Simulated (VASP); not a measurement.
# Ag in VASP: further runs, part 3 of 3

VASP 6.6.1. Earlier steps stand in the parts before.

### 4 Electric field gradients, LDA (equal xx and yy strain of +3 %)

INCAR

```
ALGO     = Normal         # electronic algorithm
EDIFF    = 1E-8           # SCF threshold, eV
ENCUT    = 520            # plane-wave cutoff, eV
ISIF     = 2              # what is computed and relaxed
ISMEAR   = -1             # smearing method
LASPH    = T              # aspherical terms in the spheres
LCHARG   = F              # write CHGCAR
LEFG     = T            
LREAL    = F              # projectors in reciprocal space
LWAVE    = F              # write WAVECAR
NBANDS   = 12             # bands
NELM     = 60             # most SCF steps
PREC     = Accurate       # precision mode
SIGMA    = 0.05           # smearing width, eV
```

KPOINTS

```
k-points
0
Gamma
  15 15 15
```

POSCAR

```
Ag
1.0
    0.0000000000      2.1043930000      2.0431000000
    2.1043930000      0.0000000000      2.0431000000
    2.1043930000      2.1043930000      0.0000000000
Ag
1
Direct
    0.0000000000      0.0000000000      0.0000000000
```

Potentials or basis: VASP PAW LDA potentials, release 64 (Ag).

Command:

```console
$ cat potpaw_LDA.64/Ag/POTCAR > POTCAR
$ mpirun -np 1 vasp_std > vasp.out
```

OUTCAR:

```text
EDIFF = 1E-8
   ENCUT = 520
   ISIF = 2
   ISMEAR = -1
   LASPH = T
   LREAL = F
   NELM = 60
   PREC = Accurate

 ion  position               nearest neighbor table
   1  0.000  0.000  0.000-

  LATTYP: Found a body centered tetragonal cell.
 ALAT       =     2.9760611212
 C/A-ratio  =     1.3730228761

  Lattice vectors:

 A1 = (   0.0000000000,  -2.1043930000,  -2.0431000000)
 A2 = (   0.0000000000,   2.1043930000,  -2.0431000000)
 A3 = (   2.1043930000,   0.0000000000,   2.0431000000)

Analysis of symmetry for initial positions (statically):
=====================================================================
 Subroutine PRICEL returns:
 Original cell was already a primitive cell.

 Routine SETGRP: Setting up the symmetry group for a
 body centered tetragonal supercell.

 Subroutine GETGRP returns: Found 16 space group operations
 (whereof 16 operations were pure point group operations)
 out of a pool of 16 trial point group operations.

The static configuration has the point symmetry D_4h.

Analysis of symmetry for dynamics (positions and initial velocities):
=====================================================================
 Subroutine PRICEL returns:
 Original cell was already a primitive cell.

 Routine SETGRP: Setting up the symmetry group for a
 body centered tetragonal supercell.

 Subroutine GETGRP returns: Found 16 space group operations
 (whereof 16 operations were pure point group operations)
 out of a pool of 16 trial point group operations.

The dynamic configuration has the point symmetry D_4h.

 Subroutine INISYM returns: Found 16 space group operations
 (whereof 16 operations are pure point group operations),
 and found     1 'primitive' translations

----------------------------------------------------------------------------------------

                                     Primitive cell

  volume of cell :      18.0956

  direct lattice vectors                    reciprocal lattice vectors
     0.000000000  2.104393000  2.043100000    -0.237598205  0.237598205  0.244726151
     2.104393000  0.000000000  2.043100000     0.237598205 -0.237598205  0.244726151
     2.104393000  2.104393000  0.000000000     0.237598205  0.237598205 -0.244726151

  length of vectors
     2.933040659  2.933040659  2.976061121     0.415688229  0.415688229  0.415688229

  position of ions in fractional coordinates (direct lattice)
     0.000000000  0.000000000  0.000000000

  ion indices of the primitive-cell ions
   primitive index   ion index
                 1           1

----------------------------------------------------------------------------------------

 KPOINTS: k-points

Automatic generation of k-mesh.
 Grid dimensions read from file:
 generate k-points for:   15   15   15

 Generating k-lattice:
[... 65 lines left out ...]
   NSW    =      0    number of steps for IOM
   IBRION =     -1    ionic relax: 0-MD 1-quasi-New 2-CG
   NFREE  =      0    steps in history (QN), initial steepest desc. (CG)
   ISIF   =      2    stress and relaxation
   ISYM   =      2    0-nonsym 1-usesym 2-fastsym
   POTIM  = 0.5000    time-step for ionic-motion
   TEBEG  =    0.0;   TEEND  =   0.0 temperature during run
   PSTRESS=    0.0 pullay stress
   NELECT =      11.0000    total number of electrons
   NUPDOWN=      -1.0000    fix difference up-down
   EMIN   =  10.00;   EMAX   =-10.00  energy-range for DOS
   EFERMI =   0.00;   METHOD = LEGACY
   ISMEAR =    -1;   SIGMA  =   0.05  broadening in eV -4-tet -1-fermi 0-gaus
   EFERMI_NEDOS =   21; number of points for ismear=-14 and -15
   IALGO  =     38    algorithm
   IMIX   =      4    mixing-type and parameters
     AMIX     =   0.40;   BMIX     =  1.00
     AMIX_MAG =   1.60;   BMIX_MAG =  1.00
  volume/ion in A,a.u.               =      18.10       122.12
  Fermi-wavevector in a.u.,A,eV,Ry     =   1.386803  2.620677 26.167013  1.923221
  Thomas-Fermi vector in A             =   2.511084
   LORBIT       =      0    0 simple, 1 ext, 2 COOP (PROOUT), +10 PAW based schemes
   GGA     = CA    functional components
   LHFCALC =     F    Hartree Fock is set to
   AEXX    =    0.0000 exact exchange contribution
   IVDW    =     0    specifies the selected vdW correction
   LEPSILON=     F    determine dielectric tensor
   LRPA    =     F    only Hartree local field effects (RPA)
 non-spin polarized calculation
  energy-cutoff  :      520.00
  volume of cell :       18.10
 maximum number of plane-waves:       515
 NGX is ok and might be reduce to    24
   NGX = 11   NGY = 11   NGZ = 11

 number of electron      11.0000000 magnetization

 Free energy of the ion-electron system (eV)
  ---------------------------------------------------
  ext. energy  EPLUGINS =         0.00000000
  ---------------------------------------------------
  free energy    TOTEN  =        -3.69315571 eV

  energy without entropy =       -3.69001902  energy(sigma->0) =       -3.69158737

 E-fermi :   7.4369     XC(G=0): -12.2372

 val. band max:        7.4361020036   @ k =  -0.4000   0.1333   0.0000
 cond. band min:       7.4422777806   @ k =  -0.2667   0.0000   0.2667
 fundamental gap:      0.0061757769
 Fermi energy:         7.4369006040

 k-point     1 :       0.0000    0.0000    0.0000
  band No.  band energies     occupation
      1      -0.0633      2.00000
      2       2.7135      2.00000
      3       2.7135      2.00000
      4       2.8835      2.00000
      5       3.6282      2.00000
      6       3.8000      2.00000
      7      23.2356      0.00000
      8      26.2686      0.00000
      9      26.2686      0.00000
     10      26.5681      0.00000
     11      31.2491      0.00000
     12      31.6691      0.00000
[... 331 lines left out ...]
 k-point    24 :       0.2000    0.1333    0.0000
  band No.  band energies     occupation
      1       1.0616      2.00000
      2       2.4893      2.00000
      3       3.0739      2.00000
      4       3.0819      2.00000
      5       3.5554      2.00000
      6       3.8296      2.00000
      7      21.8169      0.00000
      8      23.5888      0.00000
      9      23.6082      0.00000
     10      25.4239      0.00000
     11      28.9384      0.00000
     12      31.7530      0.00000

 [... further k-points ...]
[... 5 lines left out ...]
  --------------------------------------------------------------------------------------
  -------------------------------------------------------------------------------------
  Total       -1.3453939     -1.3453939     -1.3357282      0.0000000      0.0000000     -0.0000000
  in kB     -119.1205590   -119.1205590   -118.2647581      0.0000000      0.0000000     -0.0000000
  external PRESSURE =    -118.8352920 kB  Pullay stress =       0.0000000 kB

 VOLUME and BASIS-vectors are now :
 -----------------------------------------------------------------------------
  energy-cutoff  :      520.00
  volume of cell :       18.10
      direct lattice vectors                 reciprocal lattice vectors
     0.000000000  2.104393000  2.043100000    -0.237598205  0.237598205  0.244726151
     2.104393000  0.000000000  2.043100000     0.237598205 -0.237598205  0.244726151
     2.104393000  2.104393000  0.000000000     0.237598205  0.237598205 -0.244726151

 POSITION                                       TOTAL-FORCE (eV/Angst)
 -----------------------------------------------------------------------------------
      0.00000      0.00000      0.00000         0.000000      0.000000      0.000000
 -----------------------------------------------------------------------------------
    total drift:                               -0.000000      0.000000     -0.000000

  FREE ENERGIE OF THE ION-ELECTRON SYSTEM (eV)
  ---------------------------------------------------
  free  energy   TOTEN  =        -3.6931557092 eV

  energy  without entropy=       -3.6900190247  energy(sigma->0) =       -3.69158737

 Electric field gradients (V/A^2)
---------------------------------------------------------------------
 ion       V_xx      V_yy      V_zz      V_xy      V_xz      V_yz
---------------------------------------------------------------------
   1      -0.632    -0.632     1.265    -0.000     0.001     0.001
---------------------------------------------------------------------

 Electric field gradients after diagonalization (V/A^2)
 (convention: |V_zz| > |V_xx| > |V_yy|)
----------------------------------------------------------------------
 ion       V_xx      V_yy      V_zz     asymmetry (V_yy - V_xx)/ V_zz
----------------------------------------------------------------------
   1      -0.633    -0.632     1.265       0.000
----------------------------------------------------------------------

           NMR quadrupolar parameters

 Cq : quadrupolar parameter    Cq=e*Q*V_zz/h
 eta: asymmetry parameters     (V_yy - V_xx)/ V_zz
 Q  : nuclear electric quadrupole moment in mb (millibarn)
----------------------------------------------------------------------
 ion       Cq(MHz)       eta       Q (mb)
----------------------------------------------------------------------
   1       0.003       0.000       1.000
----------------------------------------------------------------------
```

Wall time 48 s (1 thread of Intel Xeon 8259CL, shared host); peak memory 0.18 GiB.

What came out:

```yaml
Free_energy: -3.6932 eV
Pressure: -11.9 GPa
```

Stress tensor (GPa, compression positive):
```
-11.91   0.00   0.00
  0.00 -11.91   0.00
  0.00   0.00 -11.83
```

Electric field gradients, principal values (V/Å²):
| atom | least | middle | greatest (by size) |
| --- | --- | --- | --- |
| 1 Ag | -0.632 | -0.633 | 1.265 |

Caveat: the cell differs from its parent crystal (equal xx and yy strain of +3 %); without QUAD_EFG the Cq values of the log hold for a quadrupole moment of 1 mb, not for the nuclei.

### 5 Electric field gradients, LDA (volume scaled by 0.96)

INCAR

```
SYSTEM = Ag
  PREC = Accurate
  ENCUT = 520
  EDIFF = 1E-8
  ISMEAR = -1
  SIGMA = 0.05
  LREAL = .FALSE.
  LASPH = .TRUE.
  NELM = 60
  ALGO = Normal
  ISIF = 2
  LWAVE = .FALSE.
  LCHARG = .FALSE.
  GGA = CA
  LEFG = .TRUE.
  NBANDS = 12
```

KPOINTS

```
regular mesh
0
G
  15 15 15
  0 0 0
```

POSCAR

```
Ag
1.0
    0.0000000000      2.0154871556      2.0154871556
    2.0154871556      0.0000000000      2.0154871556
    2.0154871556      2.0154871556      0.0000000000
Ag
1
Direct
    0.0000000000      0.0000000000      0.0000000000
```

Potentials or basis: VASP PAW LDA potentials, release 64 (Ag).

Command:

```console
$ cat potpaw_LDA.64/Ag/POTCAR > POTCAR
$ mpirun -np 1 vasp_std > vasp.out
```

OUTCAR:

```text
SYSTEM = Ag
   PREC = Accurate
   ENCUT = 520
   EDIFF = 1E-8
   ISMEAR = -1
   LREAL = .FALSE.
   LASPH = .TRUE.
   NELM = 60
   ISIF = 2
   GGA = CA

 ion  position               nearest neighbor table
   1  0.000  0.000  0.000-

  LATTYP: Found a face centered cubic cell.
 ALAT       =     4.0309743112

  Lattice vectors:

 A1 = (   0.0000000000,   2.0154871556,   2.0154871556)
 A2 = (   2.0154871556,   0.0000000000,   2.0154871556)
 A3 = (   2.0154871556,   2.0154871556,   0.0000000000)

Analysis of symmetry for initial positions (statically):
=====================================================================
 Subroutine PRICEL returns:
 Original cell was already a primitive cell.

 Routine SETGRP: Setting up the symmetry group for a
 face centered cubic supercell.

[... 541 lines left out ...]
  external PRESSURE =     -28.9943183 kB  Pullay stress =       0.0000000 kB

 VOLUME and BASIS-vectors are now :
 -----------------------------------------------------------------------------
  energy-cutoff  :      520.00
  volume of cell :       16.37
      direct lattice vectors                 reciprocal lattice vectors
     0.000000000  2.015487156  2.015487156    -0.248078981  0.248078981  0.248078981
     2.015487156  0.000000000  2.015487156     0.248078981 -0.248078981  0.248078981
     2.015487156  2.015487156  0.000000000     0.248078981  0.248078981 -0.248078981

 POSITION                                       TOTAL-FORCE (eV/Angst)
 -----------------------------------------------------------------------------------
      0.00000      0.00000      0.00000         0.000000      0.000000     -0.000000
 -----------------------------------------------------------------------------------
    total drift:                               -0.000000      0.000000      0.000000

  FREE ENERGIE OF THE ION-ELECTRON SYSTEM (eV)
  ---------------------------------------------------
  free  energy   TOTEN  =        -3.7777734384 eV

  energy  without entropy=       -3.7744589856  energy(sigma->0) =       -3.77611621

 Electric field gradients (V/A^2)
---------------------------------------------------------------------
 ion       V_xx      V_yy      V_zz      V_xy      V_xz      V_yz
---------------------------------------------------------------------
   1      -0.000    -0.000     0.000     0.000     0.000     0.000
---------------------------------------------------------------------

 Electric field gradients after diagonalization (V/A^2)
 (convention: |V_zz| > |V_xx| > |V_yy|)
----------------------------------------------------------------------
 ion       V_xx      V_yy      V_zz     asymmetry (V_yy - V_xx)/ V_zz
----------------------------------------------------------------------
   1      -0.000    -0.000     0.001       0.000
----------------------------------------------------------------------

           NMR quadrupolar parameters

 Cq : quadrupolar parameter    Cq=e*Q*V_zz/h
 eta: asymmetry parameters     (V_yy - V_xx)/ V_zz
 Q  : nuclear electric quadrupole moment in mb (millibarn)
----------------------------------------------------------------------
 ion       Cq(MHz)       eta       Q (mb)
----------------------------------------------------------------------
   1       0.000       0.000       1.000
----------------------------------------------------------------------
```

stdout:

```text
POSCAR found type information on POSCAR Ag
 POSCAR found :  1 types and       1 ions
 scaLAPACK will be used
 LDA part: xc-table for (Slater(with rela. corr.)+CA(PZ))
 , standard interpolation
 POSCAR, INCAR and KPOINTS ok, starting setup
 FFT: planning ... GRIDC
 FFT: planning ... GRID_SOFT
 FFT: planning ... GRID
 WAVECAR not read
 entering main loop
ion   1
```

Wall time 31 s (1 thread of AMD EPYC 7R13 (Zen 3), shared host); peak memory 0.11 GiB.

What came out:

```yaml
Free_energy: -3.7778 eV
Pressure: -2.9 GPa
```

Caveat: without QUAD_EFG the Cq values of the log hold for a quadrupole moment of 1 mb, not for the nuclei.

### 6 Summary

| cell | gap on the mesh (eV) | pressure (GPa) |
| --- | --- | --- |
| a = 2.861, b = 2.861, c = 2.832 Å, angles 60.3, 60.3, 59.3°, 1 atom | none | -2.9 |
| a = 2.933, b = 2.933, c = 2.976 Å, angles 59.5, 59.5, 61.0°, 1 atom | none | -11.9 |
| a = 2.850 Å, angles 60.0°, 1 atom | none | -2.9 |

Alike in all rows: task electric field gradients; level LDA; potentials or basis VASP PAW LDA potentials, release 64 (Ag); no spin polarisation; k mesh 15 × 15 × 15; cutoff (eV) 520; smearing fermi-dirac 0.05 eV.

Absolute energies hang on the potentials; compare differences alone.
